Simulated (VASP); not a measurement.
# Ir (I4/mmm) in VASP: notebook, part 3 of 3

VASP 6.6.1. Earlier steps stand in the parts before.

### 4 Single point, r2SCAN (strain +0.0200 x Voigt [0, 1, 0, 0, 0, 0])

Input file POSCAR:

```
Ir
1.0
    0.0000000000      1.9580940000      1.9197000000
    1.9197000000      0.0000000000      1.9197000000
    1.9197000000      1.9580940000      0.0000000000
Ir
1
Direct
    0.0000000000      0.0000000000      0.0000000000
```

Input file INCAR.step1:

```
ALGO = Normal
EDIFF = 1E-4
ENCUT = 520
GGA = PE
ISMEAR = 0
LASPH = True
LCHARG = False
LREAL = False
LWAVE = True
NBANDS = 10
NELM = 100
PREC = Accurate
SIGMA = 0.15
```

Input file INCAR.step2:

```
ALGO = Normal
EDIFF = 1E-7
ENCUT = 520
ISIF = 2
ISMEAR = 0
ISTART = 1
LASPH = True
LCHARG = False
LMIXTAU = True
LREAL = False
LWAVE = False
METAGGA = R2SCAN
NBANDS = 10
NELM = 100
PREC = Accurate
SIGMA = 0.15
```

Input file KPOINTS:

```
k-points
0
Gamma
  22 22 22
```

Potentials or basis: VASP PAW PBE potentials, release 64 (Ir).

Started as:

```
$ cat potpaw_PBE.64/Ir/POTCAR > POTCAR
$ cp INCAR.step1 INCAR
$ mpirun -np 1 vasp_std > vasp.out
$ cp INCAR.step2 INCAR
$ mpirun -np 1 vasp_std > vasp.out
```

OUTCAR:

```text
EDIFF = 1E-7
   ENCUT = 520
   ISIF = 2
   ISMEAR = 0
   ISTART = 1
   LASPH = True
   LREAL = False
   METAGGA = R2SCAN
   NELM = 100
   PREC = Accurate

 ion  position               nearest neighbor table
   1  0.000  0.000  0.000-

  LATTYP: Found a body centered tetragonal cell.
 ALAT       =     2.7148657757
 C/A-ratio  =     1.4424978336

  Lattice vectors:

 A1 = (   0.0000000000,  -1.9580940000,   1.9197000000)
 A2 = (   0.0000000000,  -1.9580940000,  -1.9197000000)
 A3 = (   1.9197000000,   1.9580940000,   0.0000000000)

Analysis of symmetry for initial positions (statically):
=====================================================================
 Subroutine PRICEL returns:
 Original cell was already a primitive cell.

 Routine SETGRP: Setting up the symmetry group for a
 body centered tetragonal supercell.

 Subroutine GETGRP returns: Found 16 space group operations
 (whereof 16 operations were pure point group operations)
 out of a pool of 16 trial point group operations.

The static configuration has the point symmetry D_4h.

Analysis of symmetry for dynamics (positions and initial velocities):
=====================================================================
 Subroutine PRICEL returns:
 Original cell was already a primitive cell.

 Routine SETGRP: Setting up the symmetry group for a
 body centered tetragonal supercell.

 Subroutine GETGRP returns: Found 16 space group operations
 (whereof 16 operations were pure point group operations)
 out of a pool of 16 trial point group operations.

The dynamic configuration has the point symmetry D_4h.

 Subroutine INISYM returns: Found 16 space group operations
 (whereof 16 operations are pure point group operations),
 and found     1 'primitive' translations

----------------------------------------------------------------------------------------

                                     Primitive cell

  volume of cell :      14.4321

  direct lattice vectors                    reciprocal lattice vectors
     0.000000000  1.958094000  1.919700000    -0.260457363  0.255350356  0.260457363
     1.919700000  0.000000000  1.919700000     0.260457363 -0.255350356  0.260457363
     1.919700000  1.958094000  0.000000000     0.260457363  0.255350356 -0.260457363

  length of vectors
     2.742148829  2.714865776  2.742148829     0.448196252  0.448196252  0.448196252

  position of ions in fractional coordinates (direct lattice)
     0.000000000  0.000000000  0.000000000

  ion indices of the primitive-cell ions
   primitive index   ion index
                 1           1

----------------------------------------------------------------------------------------

 KPOINTS: k-points

Automatic generation of k-mesh.
 Grid dimensions read from file:
 generate k-points for:   22   22   22

 Generating k-lattice:

  Cartesian coordinates                     Fractional coordinates (reciprocal lattice)
    -0.011838971  0.011606834  0.011838971     0.045454545  0.000000000  0.000000000
     0.011838971 -0.011606834  0.011838971    -0.000000000  0.045454545 -0.000000000
     0.011838971  0.011606834 -0.011838971     0.000000000  0.000000000  0.045454545

  Length of vectors
     0.020372557  0.020372557  0.020372557

  Shift w.r.t. Gamma in fractional coordinates (k-lattice)
     0.000000000  0.000000000  0.000000000

 Subroutine IBZKPT returns following result:
 ===========================================

 Found    834 irreducible k-points:

 Following reciprocal coordinates:
            Coordinates               Weight
  0.000000  0.000000  0.000000      1.000000
  0.045455  0.000000  0.000000      8.000000
  0.090909  0.000000  0.000000      8.000000
  0.136364  0.000000 -0.000000      8.000000
  0.181818  0.000000  0.000000      8.000000
  0.227273  0.000000 -0.000000      8.000000
[... 16 lines left out ...]
  0.500000  0.045455  0.000000     16.000000
 -0.454545  0.045455  0.000000     16.000000
 [... further k-points ...]
   k-points           NKPTS =    834   k-points in BZ     NKDIM =    834   number of bands    NBANDS=     10
   number of dos      NEDOS =    301   number of ions     NIONS =      1
   total plane-waves  NPLWV =   8000
   dimension x,y,z NGX =    20 NGY =   20 NGZ =   20
   dimension x,y,z NGXF=    40 NGYF=   40 NGZF=   40
   ions per type =               1
   NGX,Y,Z   is equivalent  to a cutoff of  12.13, 12.25, 12.13 a.u.
   NGXF,Y,Z  is equivalent  to a cutoff of  24.25, 24.49, 24.25 a.u.
 SYSTEM =  unknown system
   PREC   = accura    normal or accurate (medium, high low for compatibility)
   ISTART =      1    job   : 0-new  1-cont  2-samecut
   ICHARG =      0    charge: 1-file 2-atom 10-const
   ISPIN  =      1    spin polarized calculation?
   LNONCOLLINEAR =      F non collinear calculations
   LSORBIT =      F    spin-orbit coupling
   LASPH  =      T    aspherical Exc in radial PAW
   ENCUT  =  520.0 eV  38.22 Ry    6.18 a.u.   5.10  5.05  5.10*2*pi/ulx,y,z
   NELM   =    100;   NELMIN=  2; NELMDL=  0     # of ELM steps
   EDIFF  = 0.1E-06   stopping-criterion for ELM
   LREAL  =      F    real-space projection
   EDIFFG = 0.1E-05   stopping-criterion for IOM
   NSW    =      0    number of steps for IOM
   IBRION =     -1    ionic relax: 0-MD 1-quasi-New 2-CG
   NFREE  =      0    steps in history (QN), initial steepest desc. (CG)
   ISIF   =      2    stress and relaxation
   ISYM   =      2    0-nonsym 1-usesym 2-fastsym
   POTIM  = 0.5000    time-step for ionic-motion
   TEBEG  =    0.0;   TEEND  =   0.0 temperature during run
   PSTRESS=    0.0 pullay stress
   NELECT =       9.0000    total number of electrons
   NUPDOWN=      -1.0000    fix difference up-down
   EMIN   =  10.00;   EMAX   =-10.00  energy-range for DOS
   EFERMI =   0.00;   METHOD = LEGACY
   ISMEAR =     0;   SIGMA  =   0.15  broadening in eV -4-tet -1-fermi 0-gaus
   EFERMI_NEDOS =   21; number of points for ismear=-14 and -15
   IALGO  =     38    algorithm
   IMIX   =      4    mixing-type and parameters
     AMIX     =   0.40;   BMIX     =  1.00
     AMIX_MAG =   1.60;   BMIX_MAG =  1.00
  volume/ion in A,a.u.               =      14.43        97.39
  Fermi-wavevector in a.u.,A,eV,Ry     =   1.398660  2.643085 26.616406  1.956251
  Thomas-Fermi vector in A             =   2.521796
   LORBIT       =      0    0 simple, 1 ext, 2 COOP (PROOUT), +10 PAW based schemes
   METAGGA = R2SCAN    functional components
   LHFCALC =     F    Hartree Fock is set to
   AEXX    =    0.0000 exact exchange contribution
   IVDW    =     0    specifies the selected vdW correction
   LEPSILON=     F    determine dielectric tensor
   LRPA    =     F    only Hartree local field effects (RPA)
 non-spin polarized calculation
 Gauss-broadening in eV      SIGMA  =   0.15
  energy-cutoff  :      520.00
  volume of cell :       14.43
 maximum number of plane-waves:       400
   NGX = 11   NGY = 11   NGZ = 11

 number of electron       9.0000000 magnetization

 Free energy of the ion-electron system (eV)
  ---------------------------------------------------
  ext. energy  EPLUGINS =         0.00000000
  ---------------------------------------------------
  free energy    TOTEN  =       -52.36283882 eV

  energy without entropy =      -52.35059285  energy(sigma->0) =      -52.35671584

 E-fermi :   9.8082     XC(G=0): -15.1900

 val. band max:        9.8065434185   @ k =   0.1818   0.3182   0.1364
 cond. band min:       9.8096326069   @ k =   0.2727   0.3182   0.0455
 fundamental gap:      0.0030891884
 Fermi energy:         9.8082386759

 k-point     1 :       0.0000    0.0000    0.0000
  band No.  band energies     occupation
      1      -1.4757      2.00000
      2       5.7792      2.00000
      3       6.0465      2.00000
      4       6.0465      2.00000
      5       8.4023      2.00000
      6       8.7492      2.00000
      7      24.9831      0.00000
      8      30.3070      0.00000
      9      30.9270      0.00000
     10      30.9270      0.00000
[... 287 lines left out ...]
 k-point    24 :      -0.4545    0.0455    0.0000
  band No.  band energies     occupation
      1       1.7164      2.00000
      2       5.6998      2.00000
      3       5.9310      2.00000
      4       8.6222      2.00000
      5      10.6298      0.00000
      6      11.1714      0.00000
      7      17.4885      0.00000
      8      24.8036      0.00000
      9      30.2202      0.00000
     10      30.6528      0.00000

 [... further k-points ...]

------------------------ aborting loop because EDIFF is reached ----------------------------------------

  FORCE on cell =-STRESS in cart. coord.  units (eV):
  Direction    XX          YY          ZZ          XY          YZ          ZX
  --------------------------------------------------------------------------------------
  -------------------------------------------------------------------------------------
  Total       -0.0813872     -0.7277739     -0.0813872      0.0000000     -0.0000000      0.0000000
  in kB       -9.0351730    -80.7935652     -9.0351730      0.0000000     -0.0000000      0.0000000
  external PRESSURE =     -32.9546371 kB  Pullay stress =       0.0000000 kB

 VOLUME and BASIS-vectors are now :
 -----------------------------------------------------------------------------
  energy-cutoff  :      520.00
  volume of cell :       14.43
      direct lattice vectors                 reciprocal lattice vectors
     0.000000000  1.958094000  1.919700000    -0.260457363  0.255350356  0.260457363
     1.919700000  0.000000000  1.919700000     0.260457363 -0.255350356  0.260457363
     1.919700000  1.958094000  0.000000000     0.260457363  0.255350356 -0.260457363

 POSITION                                       TOTAL-FORCE (eV/Angst)
 -----------------------------------------------------------------------------------
      0.00000      0.00000      0.00000         0.000000      0.000000      0.000000
 -----------------------------------------------------------------------------------
    total drift:                                0.000000      0.000000      0.000000

  FREE ENERGIE OF THE ION-ELECTRON SYSTEM (eV)
  ---------------------------------------------------
  free  energy   TOTEN  =       -52.3628388243 eV

  energy  without entropy=      -52.3505928511  energy(sigma->0) =      -52.35671584
```

OSZICAR.step1:

```text
N       E                     dE             d eps       ncg     rms          rms(c)
DAV:   1     0.470122697591E+02    0.47012E+02   -0.43801E+03 16864   0.819E+02
DAV:   2    -0.852704448988E+01   -0.55539E+02   -0.52630E+02 17092   0.195E+02
DAV:   3    -0.940374167658E+01   -0.87670E+00   -0.87335E+00 19418   0.298E+01
DAV:   4    -0.941178570751E+01   -0.80440E-02   -0.80426E-02 18934   0.265E+00
DAV:   5    -0.941194866982E+01   -0.16296E-03   -0.16296E-03 18934   0.364E-01    0.145E+01
DAV:   6    -0.893774555323E+01    0.47420E+00   -0.85188E-01 18730   0.113E+01    0.585E+00
DAV:   7    -0.885370354836E+01    0.84042E-01   -0.26387E-01 19742   0.577E+00    0.149E+00
DAV:   8    -0.885112355782E+01    0.25800E-02   -0.20976E-03 18030   0.477E-01    0.111E+00
DAV:   9    -0.884770862716E+01    0.34149E-02   -0.22062E-03 18814   0.653E-01    0.177E-02
DAV:  10    -0.884771351549E+01   -0.48883E-05   -0.11297E-05  9362   0.343E-02
   1 F= -.88477135E+01 E0= -.88413870E+01  d E =-.126531E-01
```

Run time: 3.1 min. Hardware: 1 thread of Intel Xeon 6975P-C (Granite Rapids), shared host; peak memory 0.24 GiB.

What came out:

| Item | Value |
| --- | --- |
| Free energy | -52.3628 eV |
| Pressure | -3.3 GPa |
| Band gap on the k mesh | zero (an odd number of electrons rules out a gap without spin polarisation) |

Caveat: the cell differs from its parent crystal (strain +0.0200 x Voigt [0, 1, 0, 0, 0, 0]); the cell stands under tension; the PAW data sets were made with another functional, which shifts forces and pressure a little; spin-orbit coupling is left out, which moves the levels of the heavy elements.

### 5 The runs side by side

```csv
cell,gap on the mesh (eV),pressure (GPa)
"a = 2.735, b = 2.715 Å, angles 60.2, 59.5, 60.2°, 1 atom",none,-1.5
"a = 2.739, b = 2.715 Å, angles 60.3, 59.4, 60.3°, 1 atom",none,-2.4
"a = 2.742, b = 2.715 Å, angles 60.3, 59.3, 60.3°, 1 atom",none,-3.3
```

Alike in all rows: task single point; level r2SCAN; potentials or basis VASP PAW PBE potentials, release 64 (Ir); no spin polarisation; k mesh 22 × 22 × 22; cutoff (eV) 520; smearing gaussian 0.15 eV.

Caveats: the PAW data sets were made with another functional, which shifts forces and pressure a little; spin-orbit coupling is left out, which moves the levels of the heavy elements; the cell stands under tension (at least some runs).

Absolute energies hang on the potentials; compare differences alone.
